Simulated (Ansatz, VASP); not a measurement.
Two plane-wave programs on Ga3B2As5

```
CELL_PARAMETERS angstrom
-0.00033 -3.78053 -0.00010
3.78018 0.00033 0.00024
-1.88810 1.89244 13.62324
ATOMIC_POSITIONS crystal
Ga 0.69495 0.69424 0.38947
Ga 0.30533 0.30606 0.61053
Ga 0.49983 0.49977 0.99998
B 0.90230 0.90241 0.80545
B 0.09751 0.09738 0.19455
As 0.25019 0.75076 0.50001
As 0.86139 0.36118 0.72275
As 0.44368 0.94387 0.88818
As 0.05589 0.55607 0.11180
As 0.63894 0.13826 0.27726
```

Change from the starting cell: cell x1, atoms moved at random (sigma 0.05 Å) and cell strained at random (1.5 %), then relaxed without symmetry.

Alike in both runs: functional PBE; k mesh 4 × 4 × 4; occupations gaussian, width 0.1 eV; no spin polarisation.

Ansatz relaxed the structure, and its values are those at the end. VASP's run is a single point on that final structure, the one shown.

|  | VASP | Ansatz |
| --- | --- | --- |
| version | VASP 6.6.1 | Ansatz 0.2.0 |
| potentials or method | VASP PAW PBE potentials, release 64 (Ga_d, B, As), cutoff 520 eV | scalar-relativistic, plane waves, PAW |
| valence electrons in the cell | 70 | 120 |

|  | VASP | Ansatz | Ansatz less VASP |
| --- | --- | --- | --- |
| gap on the k mesh at the Fermi level (eV) | 0.47 | 0.47 | +0.002 |
| least direct gap on the mesh (eV) | 0.47 | 0.47 | +0.002 |
| pressure (GPa) | 0.3 | 0.0 | -0.23 |
| rms of the force components (eV/Å) | 0.004 | 0.002 | -0.0016 |

VASP's potentials hold 70 valence electrons a cell and Ansatz's 120, so a difference there can come from the potentials and not from the codes.
